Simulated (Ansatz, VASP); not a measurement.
## SnO2: VASP beside Ansatz

```
Sn O
1.0
     1.61709    0.93363    4.80059
    -1.61709    0.93363    4.80059
     0.00000   -1.86726    4.80059
Sn O
1 2
Direct
  0.50000 0.50000 0.50000
  0.76283 0.76283 0.76283
  0.23717 0.23717 0.23717
```

Alike in both runs: task relaxation of cell and atoms; functional revPBE; k mesh 10 × 10 × 10; occupations fermi-dirac, width 0.05 eV; no spin polarisation.

|  | VASP | Ansatz |
| --- | --- | --- |
| version | VASP 6.6.1 | Ansatz 0.2.0 |
| potentials or method | VASP PAW PBE potentials, release 64 (Sn_d, O) | Ansatz PAW |
| plane-wave cutoff (eV) | 600 | 420 |
| valence electrons in the cell | 26 | 26 |

```tsv
	VASP	Ansatz	Ansatz less VASP
gap on the k mesh at the Fermi level, each at its own relaxed structure (eV)	2.22	2.42	+0.202
relaxed volume (Å³/atom)	16.65	18.42	+1.773
relaxed length of the cell vector where the two differ most in proportion (Å)	5.778	6.351	+0.5726
```

VASP's potentials were made for PBE, not for revPBE. One of these differences is far larger than is usual between the two programs; its cause wasn't traced.

Noted on Ansatz's run: the volume moved by over 15 % at a fixed basis, so the end points are rough; the plane-wave basis is chosen anew once the cell has moved, so the energies of steps on either side of that aren't comparable.
